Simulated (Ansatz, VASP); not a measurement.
**One calculation of PbS, two programs**

Contents of INCAR:

```
ALGO = Normal ; EDIFF = 1E-7
ENCUT = 520 ; GGA = PE
ISIF = 2 ; ISMEAR = -1
LASPH = T ; LCHARG = F
LREAL = F ; LWAVE = F
NBANDS = 17 ; NELM = 60
PREC = Accurate ; SIGMA = 0.05
```

KPOINTS

```
k-points
0
Gamma
  6 6 6
```

File POSCAR:

```
PbS
1.0
    0.0000000000      2.9657500000      2.9657500000
    2.9657500000      0.0000000000      2.9657500000
    2.9657500000      2.9657500000      0.0000000000
Pb S
1 1
Direct
    0.0000000000      0.0000000000      0.0000000000
    0.5000000000      0.5000000000      0.5000000000
```

The input input.yaml:

```yaml
crystal:
  lattice:
    - [0.0, 2.96575, 2.96575]
    - [2.96575, 0.0, 2.96575]
    - [2.96575, 2.96575, 0.0]
  atoms:
    - { symbol: Pb, position: [0.0, 0.0, 0.0] }
    - { symbol: S, position: [0.5, 0.5, 0.5] }
kpoints:
  mp_grid: { grid: [6, 6, 6] }
scf:
  occupations: { method: fermi_dirac, width: 0.05 }
hamiltonian:
  xc: pbe
  pseudopotentials: { kind: all_electron, datasets: crystal }
output:
  forces: true
  stress: true
  eigenvalues: true
```

Alike in both runs: task single point; functional PBE; k mesh 6 × 6 × 6; occupations fermi-dirac, width 0.05 eV; no spin polarisation.

```csv
,VASP,Ansatz
version,VASP 6.6.1,Ansatz 0.2.0
potentials or method,"VASP PAW PBE potentials, release 64 (Pb_d, S), cutoff 520 eV",all-electron PAW datasets made for the crystal
```

VASP gave:

* gap on the k mesh at the Fermi level (eV): 0.37
* least direct gap on the mesh (eV): 0.37
* pressure (GPa): 2.1

Q: Which values does Ansatz return?

A: gap on the k mesh at the Fermi level (eV): 0.36; least direct gap on the mesh (eV): 0.36; pressure (GPa): 2.2.

Ansatz ran all-electron here, and VASP with PAW potentials.

Spin-orbit coupling is off throughout.
